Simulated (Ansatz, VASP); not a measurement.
## One calculation of Al8N, two programs

INCAR

```
SYSTEM = Al8N
PREC = Accurate
ENCUT = 520
EDIFF = 1E-7
ISMEAR = 0
SIGMA = 0.1
LREAL = .False.
LASPH = .True.
NELM = 80
ALGO = Normal
ISIF = 2
LWAVE = .False.
LCHARG = .False.
LDIPOL = .True.
IDIPOL = 3
DIPOL = 0.5 0.5 0.399
GGA = PE
NBANDS = 24
```

Contents of KPOINTS:

```
Automatic mesh
0
Gamma
  9 9 1
  0 0 0
```

POSCAR

```
Al8N
1.0
    2.8543223330      0.0000000000      0.0000000000
   -1.4271611665      2.4719156510      0.0000000000
    0.0000000000      0.0000000000     33.4760593533
Al N
8 1
Direct
    0.3333333333      0.6666666667      0.1194883770
    0.0000000000      0.0000000000      0.1895622803
    0.6666666667      0.3333333333      0.2596361837
    0.0000000000      0.0000000000      0.3297100869
    0.3333333333      0.6666666667      0.3992195594
    0.0000000000      0.0000000000      0.4696536480
    0.6666666667      0.3333333333      0.5400996810
    0.0000000000      0.0000000000      0.6116627748
    0.7777777778     -0.7777777778      0.6734980099
```

Input for Ansatz:

```yaml
crystal:
  lattice:
    - [2.854322333, 0.0, 0.0]
    - [-1.4271611665, 2.471915651, 0.0]
    - [0.0, 0.0, 33.4760593533]
  atoms:
    - { symbol: Al, position: [0.3333333333, 0.6666666667, 0.119488377] }
    - { symbol: Al, position: [0.0, 0.0, 0.1895622803] }
    - { symbol: Al, position: [0.6666666667, 0.3333333333, 0.2596361837] }
    - { symbol: Al, position: [0.0, 0.0, 0.3297100869] }
    - { symbol: Al, position: [0.3333333333, 0.6666666667, 0.3992195594] }
    - { symbol: Al, position: [0.0, 0.0, 0.469653648] }
    - { symbol: Al, position: [0.6666666667, 0.3333333333, 0.540099681] }
    - { symbol: Al, position: [0.0, 0.0, 0.6116627748] }
    - { symbol: "N", position: [0.7777777778, -0.7777777778, 0.6734980099] }
basis:
  ecutwfc: 420
kpoints:
  mp_grid: { grid: [9, 9, 1] }
hamiltonian:
  xc: pbe
scf:
  occupations: { method: gaussian, width: 0.1 }
output:
  forces: true
  eigenvalues: true
efield:
  axis: 3
  dipole_correction: true
  ramp_width: 0.04
```

Alike in both runs: task single point; functional PBE; k mesh 9 × 9 × 1; occupations gaussian, width 0.1 eV; no spin polarisation.

|  | VASP | Ansatz |
| --- | --- | --- |
| version | VASP 6.6.1 | Ansatz 0.2.0 |
| potentials or method | VASP PAW PBE potentials, release 64 (Al, N), cutoff 520 eV | scalar-relativistic, plane waves, PAW |
| valence electrons in the cell | 29 | 29 |

VASP gave:

- gap on the k mesh at the Fermi level (eV): none
- rms of the force components (eV/Å): 0.717

Problem. What did Ansatz give for the same quantities?

Solution. gap on the k mesh at the Fermi level (eV): none; rms of the force components (eV/Å): 0.719.

Atom by atom the forces differ by 0.002 eV/Å (rms over components). A gap of «none» marks a metal or a gap that the smearing closes.
